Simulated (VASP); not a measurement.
# KH2 (R-3m) in VASP: notebook

The runs below take KH2 through single point, with PBE.

All numbers are computed with VASP 6.6.1; they aren't measurements. Logs are shortened: lines on timing, memory, paths and dates and some standing lists are left out, and cuts for length are marked.

## (1) The cell of the first run

Symmetry: R-3m, No. 166, trigonal system. The conventional cell has a = 3.379 Å, b = 3.379 Å, c = 15.309 Å, α = 90.00°, β = 90.00°, γ = 120.00°. K (site symmetry -3m) has 6 H at 2.33 Å within 3.1 Å. H (site symmetry 3m) has 3 K at 2.33 Å and 12 H at 3.21 to 3.38 Å within 3.4 Å.

## (2) Single point, PBE

File INCAR:

```
PREC = Accurate ; ENCUT = 520
EDIFF = 1E-6 ; ISMEAR = 0
SIGMA = 0.1 ; LREAL = False
LASPH = True ; NELM = 100
ALGO = Normal ; ISIF = 2
LWAVE = False ; LCHARG = False
GGA = PE ; NBANDS = 12
```

File KPOINTS:

```
Automatic mesh
0
Gamma
  6 6 6
```

File POSCAR:

```
KH2
1.0
    1.6896148775      0.9754996044      5.1030691554
   -1.6896148775      0.9754996044      5.1030691554
    0.0000000000     -1.9509992087      5.1030691554
K H
1 2
Direct
    0.0000000000      0.0000000000      0.0000000000
    0.7500000000      0.7500000000      0.7500000000
    0.2500000000      0.2500000000      0.2500000000
```

Potentials or basis: VASP PAW PBE potentials, release 64 (K_sv, H).

Launch:

```sh
$ cat potpaw_PBE.64/K_sv/POTCAR potpaw_PBE.64/H/POTCAR > POTCAR
$ mpirun -np 1 vasp_std > vasp.out
```

OUTCAR:

```text
PREC = Accurate
   ENCUT = 520
   EDIFF = 1E-6
   ISMEAR = 0
   LREAL = False
   LASPH = True
   NELM = 100
   ISIF = 2
   GGA = PE

 ion  position               nearest neighbor table
   1  0.000  0.000  0.000-   2 2.33   2 2.33   3 2.33   3 2.33   2 2.33   3 2.33
   2  0.750  0.750  0.750-   1 2.33   1 2.33   1 2.33
   3  0.250  0.250  0.250-   1 2.33   1 2.33   1 2.33

  LATTYP: Found a trigonal (rhomboedric) cell.
 ALAT       =     5.4633060245
 COS(alpha) =     0.8087090652

  Lattice vectors:

 A1 = (   1.6896148775,   0.9754996044,   5.1030691554)
 A2 = (  -1.6896148775,   0.9754996044,   5.1030691554)
 A3 = (   0.0000000000,  -1.9509992087,   5.1030691554)

Analysis of symmetry for initial positions (statically):
=====================================================================
 Subroutine PRICEL returns:
 Original cell was already a primitive cell.

 Routine SETGRP: Setting up the symmetry group for a
 trigonal (rhombohedral) supercell.

 Subroutine GETGRP returns: Found 12 space group operations
 (whereof 12 operations were pure point group operations)
 out of a pool of 12 trial point group operations.

The static configuration has the point symmetry D_3d.

Analysis of symmetry for dynamics (positions and initial velocities):
=====================================================================
 Subroutine PRICEL returns:
 Original cell was already a primitive cell.

 Routine SETGRP: Setting up the symmetry group for a
 trigonal (rhombohedral) supercell.

 Subroutine GETGRP returns: Found 12 space group operations
 (whereof 12 operations were pure point group operations)
 out of a pool of 12 trial point group operations.

The dynamic configuration has the point symmetry D_3d.

 Subroutine INISYM returns: Found 12 space group operations
 (whereof 12 operations are pure point group operations),
 and found     1 'primitive' translations

----------------------------------------------------------------------------------------

                                     Primitive cell

  volume of cell :      50.4658

  direct lattice vectors                    reciprocal lattice vectors
     1.689614877  0.975499604  5.103069155     0.295925425  0.170852624  0.065320168
    -1.689614877  0.975499604  5.103069155    -0.295925425  0.170852624  0.065320168
     0.000000000 -1.950999209  5.103069155     0.000000000 -0.341705247  0.065320168

  length of vectors
     5.463306024  5.463306024  5.463306024     0.347892512  0.347892512  0.347892512

  position of ions in fractional coordinates (direct lattice)
     0.000000000  0.000000000  0.000000000
     0.750000000  0.750000000  0.750000000
     0.250000000  0.250000000  0.250000000

  ion indices of the primitive-cell ions
   primitive index   ion index
                 1           1
                 2           2
                 3           3

----------------------------------------------------------------------------------------

 KPOINTS: Automatic mesh

Automatic generation of k-mesh.
 Grid dimensions read from file:
 generate k-points for:    6    6    6

 Generating k-lattice:

  Cartesian coordinates                     Fractional coordinates (reciprocal lattice)
     0.049320904  0.028475437  0.010886695     0.166666667 -0.000000000  0.000000000
    -0.049320904  0.028475437  0.010886695    -0.000000000  0.166666667  0.000000000
     0.000000000 -0.056950875  0.010886695     0.000000000  0.000000000  0.166666667

  Length of vectors
     0.057982085  0.057982085  0.057982085

  Shift w.r.t. Gamma in fractional coordinates (k-lattice)
     0.000000000  0.000000000  0.000000000

 Subroutine IBZKPT returns following result:
 ===========================================

 Found     32 irreducible k-points:

 Following reciprocal coordinates:
            Coordinates               Weight
  0.000000  0.000000  0.000000      1.000000
  0.166667 -0.000000  0.000000      6.000000
  0.333333  0.000000  0.000000      6.000000
  0.500000  0.000000  0.000000      3.000000
  0.166667  0.166667  0.000000      6.000000
  0.333333  0.166667  0.000000     12.000000
[... 16 lines left out ...]
  0.500000  0.500000  0.166667      6.000000
 -0.333333  0.500000  0.166667     12.000000
 [... further k-points ...]
   k-points           NKPTS =     32   k-points in BZ     NKDIM =     32   number of bands    NBANDS=     12
   number of dos      NEDOS =    301   number of ions     NIONS =      3
   total plane-waves  NPLWV =  74088
   dimension x,y,z NGX =    42 NGY =   42 NGZ =   42
   dimension x,y,z NGXF=    84 NGYF=   84 NGZF=   84
   ions per type =               1   2
   NGX,Y,Z   is equivalent  to a cutoff of  12.78, 12.78, 12.78 a.u.
   NGXF,Y,Z  is equivalent  to a cutoff of  25.56, 25.56, 25.56 a.u.
 SYSTEM =  unknown system
   PREC   = accura    normal or accurate (medium, high low for compatibility)
   ISTART =      0    job   : 0-new  1-cont  2-samecut
   ICHARG =      2    charge: 1-file 2-atom 10-const
   ISPIN  =      1    spin polarized calculation?
   LNONCOLLINEAR =      F non collinear calculations
   LSORBIT =      F    spin-orbit coupling
   LASPH  =      T    aspherical Exc in radial PAW
   ENCUT  =  520.0 eV  38.22 Ry    6.18 a.u.  10.16 10.16 10.16*2*pi/ulx,y,z
   NELM   =    100;   NELMIN=  2; NELMDL= -5     # of ELM steps
   EDIFF  = 0.1E-05   stopping-criterion for ELM
   LREAL  =      F    real-space projection
   EDIFFG = 0.1E-04   stopping-criterion for IOM
   NSW    =      0    number of steps for IOM
   IBRION =     -1    ionic relax: 0-MD 1-quasi-New 2-CG
   NFREE  =      0    steps in history (QN), initial steepest desc. (CG)
   ISIF   =      2    stress and relaxation
   ISYM   =      2    0-nonsym 1-usesym 2-fastsym
   POTIM  = 0.5000    time-step for ionic-motion
   TEBEG  =    0.0;   TEEND  =   0.0 temperature during run
   PSTRESS=    0.0 pullay stress
   NELECT =      11.0000    total number of electrons
   NUPDOWN=      -1.0000    fix difference up-down
   EMIN   =  10.00;   EMAX   =-10.00  energy-range for DOS
   EFERMI =   0.00;   METHOD = LEGACY
   ISMEAR =     0;   SIGMA  =   0.10  broadening in eV -4-tet -1-fermi 0-gaus
   EFERMI_NEDOS =   21; number of points for ismear=-14 and -15
   IALGO  =     38    algorithm
   IMIX   =      4    mixing-type and parameters
     AMIX     =   0.40;   BMIX     =  1.00
     AMIX_MAG =   1.60;   BMIX_MAG =  1.00
  volume/ion in A,a.u.               =      16.82       113.52
  Fermi-wavevector in a.u.,A,eV,Ry     =   0.985235  1.861824 13.207015  0.970688
  Thomas-Fermi vector in A             =   2.116527
   LORBIT       =      0    0 simple, 1 ext, 2 COOP (PROOUT), +10 PAW based schemes
   GGA     = PE    functional components
   LHFCALC =     F    Hartree Fock is set to
   AEXX    =    0.0000 exact exchange contribution
   IVDW    =     0    specifies the selected vdW correction
   LEPSILON=     F    determine dielectric tensor
   LRPA    =     F    only Hartree local field effects (RPA)
 non-spin polarized calculation
 Gauss-broadening in eV      SIGMA  =   0.10
  energy-cutoff  :      520.00
  volume of cell :       50.47
 maximum number of plane-waves:      1371
 NGX is ok and might be reduce to    42
   NGX = 21   NGY = 21   NGZ = 21

 number of electron      11.0000000 magnetization

 Free energy of the ion-electron system (eV)
  ---------------------------------------------------
  ext. energy  EPLUGINS =         0.00000000
  ---------------------------------------------------
  free energy    TOTEN  =        -4.84245689 eV

  energy without entropy =       -4.82878092  energy(sigma->0) =       -4.83561890

 E-fermi :  -2.2786     XC(G=0):  -7.2366

 val. band max:       -2.2936695290   @ k =   0.3333   0.1667   0.1667
 cond. band min:      -2.2712243908   @ k =  -0.1667   0.1667   0.0000
 fundamental gap:      0.0224451382
 Fermi energy:        -2.2785759137

 k-point     1 :       0.0000    0.0000    0.0000
  band No.  band energies     occupation
      1     -30.8920      2.00000
      2     -14.4495      2.00000
      3     -13.9458      2.00000
      4     -13.9458      2.00000
      5      -4.8945      2.00000
      6      -1.7570      0.00000
      7       2.5628      0.00000
      8       6.0986      0.00000
      9       6.0986      0.00000
     10       8.6206      0.00000
     11       8.6206      0.00000
     12       9.3256      0.00000

 k-point     2 :       0.1667   -0.0000    0.0000
  band No.  band energies     occupation
      1     -30.8520      2.00000
      2     -14.3839      2.00000
      3     -14.2511      2.00000
      4     -14.0029      2.00000
      5      -4.3744      2.00000
      6      -1.9876      0.00004
      7       3.1486      0.00000
      8       5.2739      0.00000
      9       6.7354      0.00000
     10       7.5546      0.00000
     11       8.1885      0.00000
     12       9.3292      0.00000

 k-point     3 :       0.3333    0.0000    0.0000
  band No.  band energies     occupation
      1     -30.7703      2.00000
      2     -14.8068      2.00000
      3     -14.2459      2.00000
      4     -14.1145      2.00000
      5      -3.4433      2.00000
      6      -2.1400      0.05002
      7       3.5165      0.00000
      8       4.7311      0.00000
      9       6.2125      0.00000
     10       7.3428      0.00000
     11       8.6517      0.00000
     12       8.7974      0.00000

 k-point     4 :       0.5000    0.0000    0.0000
  band No.  band energies     occupation
      1     -30.7288      2.00000
      2     -15.0618      2.00000
      3     -14.1751      2.00000
      4     -14.1690      2.00000
      5      -3.2586      2.00000
      6      -1.7568      0.00000
      7       3.0492      0.00000
      8       4.9750      0.00000
      9       5.2991      0.00000
     10       7.0761      0.00000
     11       9.1347      0.00000
     12      10.2778      0.00000

 k-point     5 :       0.1667    0.1667    0.0000
  band No.  band energies     occupation
      1     -30.8519      2.00000
      2     -14.3869      2.00000
      3     -14.2504      2.00000
      4     -14.0031      2.00000
      5      -4.3135      2.00000
      6      -2.0968      0.01013
      7       3.3309      0.00000
      8       5.1564      0.00000
      9       6.7177      0.00000
     10       7.5911      0.00000
     11       8.2950      0.00000
     12       9.0773      0.00000
[... 228 lines left out ...]
      1     -30.7288      2.00000
      2     -14.9214      2.00000
      3     -14.3352      2.00000
      4     -14.1812      2.00000
      5      -2.9878      2.00000
      6      -1.9965      0.00007
      7       3.1193      0.00000
      8       4.8858      0.00000
      9       5.9507      0.00000
     10       7.2294      0.00000
     11       8.1660      0.00000
     12       9.3365      0.00000

 k-point    22 :      -0.1667    0.3333    0.1667
  band No.  band energies     occupation
      1     -30.7289      2.00000
      2     -14.9223      2.00000
      3     -14.3346      2.00000
      4     -14.1770      2.00000
      5      -2.7287      2.00000
      6      -2.3766      1.83420
      7       3.2883      0.00000
      8       5.1033      0.00000
      9       5.3971      0.00000
     10       7.7674      0.00000
     11       8.8691      0.00000
     12       9.0579      0.00000

 k-point    23 :       0.5000    0.5000    0.1667
  band No.  band energies     occupation
      1     -30.7701      2.00000
      2     -14.8058      2.00000
      3     -14.2584      2.00000
      4     -14.1151      2.00000
      5      -2.9952      2.00000
      6      -2.5960      1.99999
      7       3.0863      0.00000
      8       5.4274      0.00000
      9       6.2104      0.00000
     10       7.6914      0.00000
     11       8.5395      0.00000
     12       8.7247      0.00000

 k-point    24 :      -0.3333    0.5000    0.1667
  band No.  band energies     occupation
      1     -30.7288      2.00000
      2     -14.9212      2.00000
      3     -14.3354      2.00000
      4     -14.1829      2.00000
      5      -2.8665      2.00000
      6      -2.1342      0.04118
      7       2.9074      0.00000
      8       5.1232      0.00000
      9       6.4044      0.00000
     10       6.9582      0.00000
     11       8.2331      0.00000
     12       9.2743      0.00000

 [... further k-points ...]

------------------------ aborting loop because EDIFF is reached ----------------------------------------

  FORCE on cell =-STRESS in cart. coord.  units (eV):
  Direction    XX          YY          ZZ          XY          YZ          ZX
  --------------------------------------------------------------------------------------
  -------------------------------------------------------------------------------------
  Total        2.9730585      2.9730585      0.2442582      0.0000000      0.0000000      0.0000000
  in kB       94.3879418     94.3879418      7.7546491      0.0000000      0.0000000      0.0000000
  external PRESSURE =      65.5101775 kB  Pullay stress =       0.0000000 kB

 VOLUME and BASIS-vectors are now :
 -----------------------------------------------------------------------------
  energy-cutoff  :      520.00
  volume of cell :       50.47
      direct lattice vectors                 reciprocal lattice vectors
     1.689614877  0.975499604  5.103069155     0.295925425  0.170852624  0.065320168
    -1.689614877  0.975499604  5.103069155    -0.295925425  0.170852624  0.065320168
     0.000000000 -1.950999209  5.103069155     0.000000000 -0.341705247  0.065320168

 POSITION                                       TOTAL-FORCE (eV/Angst)
 -----------------------------------------------------------------------------------
      0.00000      0.00000      0.00000         0.000000     -0.000000      0.000000
      0.00000      0.00000     11.48191         0.000000      0.000000      0.538915
      0.00000      0.00000      3.82730         0.000000     -0.000000     -0.538915
 -----------------------------------------------------------------------------------
    total drift:                                0.000000      0.000000     -0.000000

  FREE ENERGIE OF THE ION-ELECTRON SYSTEM (eV)
  ---------------------------------------------------
  free  energy   TOTEN  =        -4.8424568880 eV

  energy  without entropy=       -4.8287809161  energy(sigma->0) =       -4.83561890
```

It took 52 s on 1 thread of Intel Xeon 8259CL, shared host; peak memory 0.25 GiB.

Results:

```
Free energy            : -4.8425 eV
Pressure               : 6.6 GPa
Largest force          : 0.539 eV/Å
Band gap on the k mesh : zero (an odd number of electrons rules out a gap without spin polarisation)
```

Forces on the atoms (eV/Å):
```
K    0.000  0.000  0.000
H    0.000  0.000  0.539
H    0.000  0.000 -0.539
```

Levels at points of the mesh, in eV from the Fermi level:
| k point | band 1 | band 2 | band 3 | band 4 | band 5 | band 6 | band 7 | band 8 | band 9 | band 10 |
| --- | --- | --- | --- | --- | --- | --- | --- | --- | --- | --- |
| (0.00, 0.00, 0.00) | -28.61 | -12.17 | -11.67 | -11.67 | -2.62 | 0.52 | 4.84 | 8.38 | 8.38 | 10.90 |
| (0.50, 0.00, 0.00) | -28.45 | -12.78 | -11.90 | -11.89 | -0.98 | 0.52 | 5.33 | 7.25 | 7.58 | 9.35 |
| (0.50, 0.50, 0.00) | -28.45 | -12.78 | -11.90 | -11.89 | -0.68 | 0.21 | 4.49 | 8.11 | 8.40 | 9.75 |
| (0.50, 0.50, 0.50) | -28.61 | -12.20 | -11.67 | -11.67 | -1.66 | -0.96 | 7.04 | 8.38 | 8.38 | 8.66 |

Caveat: the k points lie up to 0.36 Å⁻¹ apart, too coarse for converged energies and pressures of a metal; an odd number of electrons without spin polarisation forces a metal; a magnetic or distorted state may lie lower.

## (3) Single point, PBE

This run uses another cell than the first one, of 18.07 Å³/atom.

File INCAR:

```
SYSTEM = KH2
PREC = Accurate
ENCUT = 520
EDIFF = 1E-7
ISMEAR = 0
SIGMA = 0.1
LREAL = .FALSE.
LASPH = .TRUE.
NELM = 100
ALGO = Normal
ISIF = 2
LWAVE = .FALSE.
LCHARG = .FALSE.
GGA = PE
NBANDS = 12
```

File KPOINTS:

```
Automatic mesh
0
G
  6 6 6
  0 0 0
```

File POSCAR:

```
KH2
1.0
    1.9289441644      1.1136764326      4.2060586582
   -1.9289441644      1.1136764326      4.2060586582
    0.0000000000     -2.2273528651      4.2060586582
K H
1 2
Direct
    0.0000000000      0.0000000000      0.0000000000
    0.8055636154      0.8055636154      0.8055636154
    0.1944363846      0.1944363846      0.1944363846
```

Potentials or basis: VASP PAW PBE potentials, release 64 (K_sv, H).

Launch:

```sh
$ cat potpaw_PBE.64/K_sv/POTCAR potpaw_PBE.64/H/POTCAR > POTCAR
$ mpirun -np 1 vasp_std > vasp.out
```

It took 26 s on 1 thread of Intel Xeon 8259CL, shared host; peak memory 0.2 GiB.

It converged, with:

```yaml
Free_energy: -6.0078 eV
Pressure: -0.1 GPa
Largest_force: 0.004 eV/Å
Band_gap_on_the_k_mesh: zero (an odd number of electrons rules out a gap without spin polarisation)
```

Forces in eV/Å, atoms in the order of the input:
```
K    0.000  0.000  0.000
H    0.000  0.000 -0.004
H    0.000  0.000  0.004
```

Levels at points of the mesh, in eV from the Fermi level:
```
           k point  band 2  band 3  band 4  band 5  band 6  band 7  band 8  band 9
(0.00, 0.00, 0.00)  -13.19  -13.19  -13.13   -3.97    1.74    3.86    6.96    6.96
(0.50, 0.00, 0.00)  -13.54  -13.26  -13.11   -2.15   -0.37    5.04    6.29    6.83
(0.50, 0.50, 0.00)  -13.53  -13.27  -13.15   -1.48   -0.74    3.44    6.59    7.23
(0.50, 0.50, 0.50)  -13.28  -13.19  -13.19   -2.87    0.06    4.92    6.95    6.95
```

Caveat: an odd number of electrons without spin polarisation forces a metal; a magnetic or distorted state may lie lower.

The gap in the log of VASP goes by the Fermi energy; the results here count the filled bands.